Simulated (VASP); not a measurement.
# Os (P2_1/m) in VASP: a series of runs

Os is run at these levels: PBEsol; tasks: single point.

All numbers are computed with VASP 6.6.1; they aren't measurements. Logs are shortened: lines on timing, memory, paths and dates and some standing lists are left out, and cuts for length are marked.

## (1) The cell of the first run

It takes space group P2_1/m (No. 11, monoclinic). The conventional cell has a = 2.734 Å, b = 4.320 Å, c = 2.734 Å, α = 90.00°, β = 120.00°, γ = 90.00°. Within 3.2 Å of Os (site symmetry m) lie 12 Os at 2.38 to 2.98 Å.

## (2) Single point, PBEsol (atom 1 (Os) moved by (-0.600, +0.000) A along [1 1 0] and z)

INCAR reads:

```
PREC = Accurate
ENCUT = 520
EDIFF = 1E-6
ISMEAR = 0
SIGMA = 0.15
LREAL = False
LASPH = True
NELM = 80
ALGO = Fast
ISIF = 2
LWAVE = False
LCHARG = False
GGA = PS
NBANDS = 15
```

KPOINTS reads:

```
regular mesh
0
Gamma
  18 18 12
```

POSCAR reads:

```
Os
1.0
    2.7340999755      0.0000000000      0.0000000000
   -1.3670499878      2.3678000353      0.0000000000
    0.0000000000      0.0000000000      4.3197000000
Os
2
Direct
    0.0885679447      0.4874859663      0.2500000000
    0.6666666667      0.3333333333      0.7500000000
```

Potentials or basis: VASP PAW PBE potentials, release 64 (Os).

Command:

```
> cat potpaw_PBE.64/Os/POTCAR > POTCAR
> mpirun -np 1 vasp_std > vasp.out
```

OUTCAR:

```text
PREC = Accurate
   ENCUT = 520
   EDIFF = 1E-6
   ISMEAR = 0
   LREAL = False
   LASPH = True
   NELM = 80
   ISIF = 2
   GGA = PS

 ion  position               nearest neighbor table
   1  0.089  0.487  0.250-   2 2.38   2 2.38   2 2.83   2 2.83   2 2.98   2 2.98
   2  0.667  0.333  0.750-   1 2.38   1 2.38   1 2.83   1 2.83   1 2.98   1 2.98

  LATTYP: Found a hexagonal cell.
 ALAT       =     2.7340999755
 C/A-ratio  =     1.5799349105

  Lattice vectors:

 A1 = (   2.7340999755,   0.0000000000,   0.0000000000)
 A2 = (  -1.3670499878,   2.3678000353,   0.0000000000)
 A3 = (   0.0000000000,   0.0000000000,   4.3197000000)

Analysis of symmetry for initial positions (statically):
=====================================================================
 Subroutine PRICEL returns:
 Original cell was already a primitive cell.

 Routine SETGRP: Setting up the symmetry group for a
 hexagonal supercell.

 Subroutine GETGRP returns: Found  4 space group operations
 (whereof  1 operations were pure point group operations)
 out of a pool of 24 trial point group operations.

The static configuration has the point symmetry C_1 .
 The point group associated with its full space group is C_2h.

Analysis of symmetry for dynamics (positions and initial velocities):
=====================================================================
 Subroutine PRICEL returns:
 Original cell was already a primitive cell.

 Routine SETGRP: Setting up the symmetry group for a
 hexagonal supercell.

 Subroutine GETGRP returns: Found  4 space group operations
 (whereof  1 operations were pure point group operations)
 out of a pool of 24 trial point group operations.

The dynamic configuration has the point symmetry C_1 .
 The point group associated with its full space group is C_2h.

 Subroutine INISYM returns: Found  4 space group operations
 (whereof  1 operations are pure point group operations),
 and found     1 'primitive' translations

----------------------------------------------------------------------------------------

                                     Primitive cell

  volume of cell :      27.9649

  direct lattice vectors                    reciprocal lattice vectors
     2.734099975  0.000000000  0.000000000     0.365751073  0.211166481  0.000000000
    -1.367049988  2.367800035  0.000000000     0.000000000  0.422332961  0.000000000
     0.000000000  0.000000000  4.319700000     0.000000000  0.000000000  0.231497558
[... 81 lines left out ...]
   LASPH  =      T    aspherical Exc in radial PAW
   ENCUT  =  520.0 eV  38.22 Ry    6.18 a.u.   5.08  5.08  8.03*2*pi/ulx,y,z
   NELM   =     80;   NELMIN=  2; NELMDL= -5     # of ELM steps
   EDIFF  = 0.1E-05   stopping-criterion for ELM
   LREAL  =      F    real-space projection
[... 7 lines left out ...]
   TEBEG  =    0.0;   TEEND  =   0.0 temperature during run
   PSTRESS=    0.0 pullay stress
   NELECT =      16.0000    total number of electrons
   NUPDOWN=      -1.0000    fix difference up-down
   EMIN   =  10.00;   EMAX   =-10.00  energy-range for DOS
   EFERMI =   0.00;   METHOD = LEGACY
   ISMEAR =     0;   SIGMA  =   0.15  broadening in eV -4-tet -1-fermi 0-gaus
   EFERMI_NEDOS =   21; number of points for ismear=-14 and -15
   IALGO  =     68    algorithm
   IMIX   =      4    mixing-type and parameters
     AMIX     =   0.40;   BMIX     =  1.00
     AMIX_MAG =   1.60;   BMIX_MAG =  1.00
  volume/ion in A,a.u.               =      13.98        94.36
  Fermi-wavevector in a.u.,A,eV,Ry     =   1.359076  2.568282 25.131162  1.847088
  Thomas-Fermi vector in A             =   2.485855
   LORBIT       =      0    0 simple, 1 ext, 2 COOP (PROOUT), +10 PAW based schemes
   GGA     = PS    functional components
   LHFCALC =     F    Hartree Fock is set to
   AEXX    =    0.0000 exact exchange contribution
   IVDW    =     0    specifies the selected vdW correction
   LEPSILON=     F    determine dielectric tensor
   LRPA    =     F    only Hartree local field effects (RPA)
 non-spin polarized calculation
 RMM-DIIS sequential band-by-band and
 Gauss-broadening in eV      SIGMA  =   0.15
  energy-cutoff  :      520.00
  volume of cell :       27.96
 maximum number of plane-waves:       770
   NGX = 11   NGY = 11   NGZ = 17

 number of electron      15.9999998 magnetization

 Free energy of the ion-electron system (eV)
  ---------------------------------------------------
  ext. energy  EPLUGINS =         0.00000000
  ---------------------------------------------------
  free energy    TOTEN  =       -23.12248172 eV

  energy without entropy =      -23.10000150  energy(sigma->0) =      -23.11124161

 E-fermi :   9.4830     XC(G=0): -14.1124

 val. band max:        9.4822609479   @ k =  -0.3333   0.2778   0.0833
 cond. band min:       9.4860043142   @ k =   0.3889   0.3889   0.0833
 fundamental gap:      0.0037433663
 Fermi energy:         9.4830237818

 k-point     1 :       0.0000    0.0000    0.0000
  band No.  band energies     occupation
      1      -1.6307      2.00000
      2       1.8503      2.00000
      3       4.8126      2.00000
      4       6.3713      2.00000
      5       6.6862      2.00000
      6       6.9987      2.00000
      7       7.2372      2.00000
      8       7.7768      2.00000
      9       8.4009      2.00000
     10       9.4210      1.44102
     11      10.3815      0.00000
     12      11.4053      0.00000
     13      19.2837      0.00000
     14      23.6596      0.00000
[... 401 lines left out ...]
      2       1.9898      2.00000
      3       2.4974      2.00000
      4       6.3319      2.00000
      5       6.3818      2.00000
      6       7.2807      2.00000
      7       9.1923      1.99388
      8      10.4636      0.00000
      9      11.1389      0.00000
     10      11.7821      0.00000
     11      12.3452      0.00000
     12      16.4724      0.00000
     13      17.4862      0.00000
     14      17.8434      0.00000
     15      23.2728      0.00000

 [... further k-points ...]
[... 5 lines left out ...]
  --------------------------------------------------------------------------------------
  -------------------------------------------------------------------------------------
  Total        2.6040058     -0.1466484      8.1285709      1.2865131      0.0000000      0.0000000
  in kB      149.1899391     -8.4018516    465.7059454     73.7075175      0.0000000      0.0000000
  external PRESSURE =     202.1646776 kB  Pullay stress =       0.0000000 kB

 VOLUME and BASIS-vectors are now :
 -----------------------------------------------------------------------------
  energy-cutoff  :      520.00
  volume of cell :       27.96
      direct lattice vectors                 reciprocal lattice vectors
     2.734099975  0.000000000  0.000000000     0.365751073  0.211166481  0.000000000
    -1.367049988  2.367800035  0.000000000     0.000000000  0.422332961  0.000000000
     0.000000000  0.000000000  4.319700000     0.000000000  0.000000000  0.231497558

 POSITION                                       TOTAL-FORCE (eV/Angst)
 -----------------------------------------------------------------------------------
     -0.42426      1.15427      1.07993         2.472569      2.630656     -0.000000
      1.36705      0.78927      3.23977        -2.472569     -2.630656      0.000000
 -----------------------------------------------------------------------------------
    total drift:                               -0.000000      0.000000      0.000000

  FREE ENERGIE OF THE ION-ELECTRON SYSTEM (eV)
  ---------------------------------------------------
  free  energy   TOTEN  =       -23.1224817217 eV

  energy  without entropy=      -23.1000014995  energy(sigma->0) =      -23.11124161
```

OSZICAR:

```text
N       E                     dE             d eps       ncg     rms          rms(c)
DAV:   1     0.102199791072E+03    0.10220E+03   -0.74412E+03 34440   0.103E+03
DAV:   2    -0.196602070891E+02   -0.12186E+03   -0.10682E+03 34965   0.329E+02
DAV:   3    -0.243906186500E+02   -0.47304E+01   -0.45672E+01 46718   0.571E+01
DAV:   4    -0.244258438929E+02   -0.35225E-01   -0.35174E-01 36372   0.509E+00
DAV:   5    -0.244260457085E+02   -0.20182E-03   -0.20180E-03 46340   0.358E-01    0.251E+01
RMM:   6    -0.234256013864E+02    0.10004E+01   -0.68796E-01 34470   0.605E+00    0.111E+01
RMM:   7    -0.231284982547E+02    0.29710E+00   -0.85121E-01 35052   0.561E+00    0.102E+00
RMM:   8    -0.231267159035E+02    0.17824E-02   -0.46132E-02 37221   0.256E+00    0.169E+00
RMM:   9    -0.231291279994E+02   -0.24121E-02   -0.18703E-02 37898   0.905E-01    0.155E+00
RMM:  10    -0.231224610497E+02    0.66669E-02   -0.14702E-02 35120   0.129E+00    0.931E-01
RMM:  11    -0.231225057881E+02   -0.44738E-04   -0.11578E-03 37805   0.300E-01    0.757E-01
RMM:  12    -0.231225060989E+02   -0.31081E-06   -0.53452E-05 39213   0.733E-02    0.563E-01
RMM:  13    -0.231224956443E+02    0.10455E-04   -0.97161E-06 39044   0.309E-02    0.279E-01
RMM:  14    -0.231224816073E+02    0.14037E-04   -0.24175E-05 38052   0.435E-02    0.590E-02
RMM:  15    -0.231224817217E+02   -0.11440E-06   -0.42658E-06 36009   0.142E-02
   1 F= -.23122482E+02 E0= -.23111242E+02  d E =-.224802E-01
```

Run time: 5.5 min. Hardware: 1 thread of Oxide Virtual Turin-like, shared host; peak memory 0.46 GiB.

What came out:

- Free energy: -23.1225 eV
- Pressure: 20.2 GPa
- Largest force: 3.610 eV/Å
- Band gap on the k mesh: zero (band 8 reaches 11.30 eV, above the bottom of band 9 at 7.70 eV)

Forces on the atoms (eV/Å):
```
Os   2.473  2.631  0.000
Os  -2.473 -2.631  0.000
```

Caveat: the cell differs from its parent crystal (atom 1 (Os) moved by (-0.600, +0.000) A along [1 1 0] and z); the PAW data sets were made with another functional, which shifts forces and pressure a little; spin-orbit coupling is left out, which moves the levels of the heavy elements.

## (3) Single point, PBEsol (atom 1 (Os) moved by (+0.600, +0.000) A along [1 1 0] and z)

INCAR reads:

```
PREC = Accurate
ENCUT = 520
EDIFF = 1E-6
ISMEAR = 0
SIGMA = 0.15
LREAL = False
LASPH = True
NELM = 60
ALGO = Fast
ISIF = 2
LWAVE = False
LCHARG = True
GGA = PS
LELF = True
LVHAR = True
NBANDS = 15
```

KPOINTS is that of step 2.

Changes to POSCAR since step 2:

```diff
@@ -8,3 +8,3 @@
 Direct
-    0.0885679447      0.4874859663      0.2500000000
+    0.5780987219      0.8458473671      0.2500000000
     0.6666666667      0.3333333333      0.7500000000
```

Potentials or basis: VASP PAW PBE potentials, release 64 (Os).

Command:

```
> cat potpaw_PBE.64/Os/POTCAR > POTCAR
> mpirun -np 1 vasp_std > vasp.out
```

OUTCAR:

```text
PREC = Accurate
   ENCUT = 520
   EDIFF = 1E-6
   ISMEAR = 0
   LREAL = False
   LASPH = True
   NELM = 60
   ISIF = 2
   GGA = PS

 ion  position               nearest neighbor table
   1  0.578  0.846  0.250-   2 2.49   2 2.49   2 2.65   2 2.65   2 3.06   2 3.06   2 3.37   2 3.37

   2  0.667  0.333  0.750-   1 2.49   1 2.49   1 2.65   1 2.65   1 3.06   1 3.06   1 3.37   1 3.37

  LATTYP: Found a hexagonal cell.
 ALAT       =     2.7340999755
 C/A-ratio  =     1.5799349105

  Lattice vectors:

[... 613 lines left out ...]
     10      11.7490      0.00000
     11      12.6733      0.00000
     12      16.2508      0.00000
     13      18.5450      0.00000
     14      22.0094      0.00000
     15      22.1954      0.00000

 [... further k-points ...]
[... 5 lines left out ...]
  --------------------------------------------------------------------------------------
  -------------------------------------------------------------------------------------
  Total       -0.6778953      1.5682243      6.7440191     -0.9790372      0.0000000      0.0000000
  in kB      -38.8382994     89.8474492    386.3815431    -56.0914646      0.0000000      0.0000000
  external PRESSURE =     145.7968976 kB  Pullay stress =       0.0000000 kB

 VOLUME and BASIS-vectors are now :
 -----------------------------------------------------------------------------
  energy-cutoff  :      520.00
  volume of cell :       27.96
      direct lattice vectors                 reciprocal lattice vectors
     2.734099975  0.000000000  0.000000000     0.365751073  0.211166481  0.000000000
    -1.367049988  2.367800035  0.000000000     0.000000000  0.422332961  0.000000000
     0.000000000  0.000000000  4.319700000     0.000000000  0.000000000  0.231497558

 POSITION                                       TOTAL-FORCE (eV/Angst)
 -----------------------------------------------------------------------------------
      0.42426      2.00280      1.07993        -2.289224     -1.780231      0.000000
      1.36705      0.78927      3.23977         2.289224      1.780231      0.000000
 -----------------------------------------------------------------------------------
    total drift:                                0.000002     -0.000001      0.000000

  FREE ENERGIE OF THE ION-ELECTRON SYSTEM (eV)
  ---------------------------------------------------
  free  energy   TOTEN  =       -23.0286006270 eV

  energy  without entropy=      -22.9999172657  energy(sigma->0) =      -23.01425895
```

OSZICAR:

```text
N       E                     dE             d eps       ncg     rms          rms(c)
DAV:   1     0.100809482502E+03    0.10081E+03   -0.74307E+03 34448   0.103E+03
DAV:   2    -0.197110533080E+02   -0.12052E+03   -0.10580E+03 34944   0.327E+02
DAV:   3    -0.243416132618E+02   -0.46306E+01   -0.44615E+01 46760   0.563E+01
DAV:   4    -0.243760038014E+02   -0.34391E-01   -0.34324E-01 36694   0.501E+00
DAV:   5    -0.243762148306E+02   -0.21103E-03   -0.21101E-03 46676   0.357E-01    0.255E+01
RMM:   6    -0.233353514344E+02    0.10409E+01   -0.73759E-01 34482   0.631E+00    0.112E+01
RMM:   7    -0.230335186421E+02    0.30183E+00   -0.92163E-01 35199   0.579E+00    0.924E-01
RMM:   8    -0.230328536466E+02    0.66500E-03   -0.50464E-02 37301   0.270E+00    0.167E+00
RMM:   9    -0.230342971851E+02   -0.14435E-02   -0.14800E-02 38210   0.796E-01    0.414E-01
RMM:  10    -0.230287202073E+02    0.55770E-02   -0.13024E-02 35326   0.125E+00    0.936E-01
RMM:  11    -0.230286252359E+02    0.94971E-04   -0.74415E-04 38015   0.261E-01    0.767E-01
RMM:  12    -0.230286126717E+02    0.12564E-04   -0.33096E-05 39492   0.519E-02    0.442E-01
RMM:  13    -0.230286005926E+02    0.12079E-04   -0.10695E-05 38032   0.222E-02    0.499E-02
RMM:  14    -0.230286006270E+02   -0.34350E-07   -0.40526E-06 35680   0.186E-02
   1 F= -.23028601E+02 E0= -.23014259E+02  d E =-.286834E-01
```

Wall time 5.1 min (1 thread of Oxide Virtual Turin-like, shared host); peak memory 0.46 GiB.

Results:

```
Free energy            : -23.0286 eV
Pressure               : 14.6 GPa
Largest force          : 2.900 eV/Å
Band gap on the k mesh : zero (band 8 reaches 11.40 eV, above the bottom of band 9 at 7.73 eV)
```

Forces in eV/Å, atoms in the order of the input:
```
Os  -2.289 -1.780  0.000
Os   2.289  1.780  0.000
```

Stress tensor (GPa, compression positive):
```
-3.88 -5.61  0.00
-5.61  8.98  0.00
 0.00  0.00 38.64
```

Caveat: the cell differs from its parent crystal (atom 1 (Os) moved by (+0.600, +0.000) A along [1 1 0] and z); the PAW data sets were made with another functional, which shifts forces and pressure a little; spin-orbit coupling is left out, which moves the levels of the heavy elements.
